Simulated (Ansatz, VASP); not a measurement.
## One calculation of Pt, two programs

```
CELL_PARAMETERS angstrom
1.37064 0.79134 4.99501
-1.37064 0.79134 4.99501
0.00000 -1.58268 4.99501
ATOMIC_POSITIONS crystal
Pt 0.08733 0.08733 0.08733
Pt 0.91267 0.91267 0.91267
```

Alike in both runs: functional PBE; k mesh 24 × 24 × 24; occupations gaussian, width 0.1 eV; no spin polarisation.

Ansatz relaxed the structure, and its values are those at the end. VASP's run is a single point on that final structure, the one shown.

|  | VASP | Ansatz |
| --- | --- | --- |
| version | VASP 6.6.1 | Ansatz 0.2.0 |
| potentials or method | VASP PAW PBE potentials, release 64 (Pt), cutoff 520 eV | scalar-relativistic, plane waves, PAW |
| valence electrons in the cell | 20 | 36 |

VASP gave:

| Item | Value |
| --- | --- |
| gap on the k mesh at the Fermi level (eV) | none |
| pressure (GPa) | -0.5 |
| rms of the force components (eV/Å) | 0.004 |

Q: Which values does Ansatz return?

A: gap on the k mesh at the Fermi level (eV): none; pressure (GPa): 0.0; rms of the force components (eV/Å): 0.000.

A gap of «none» marks a metal or a gap that the smearing closes. With one functional, cell and mesh, what is left measures potentials, basis and numerics. VASP's potentials hold 20 valence electrons a cell and Ansatz's 36, so a difference there can come from the potentials and not from the codes.

Spin-orbit coupling is off throughout.
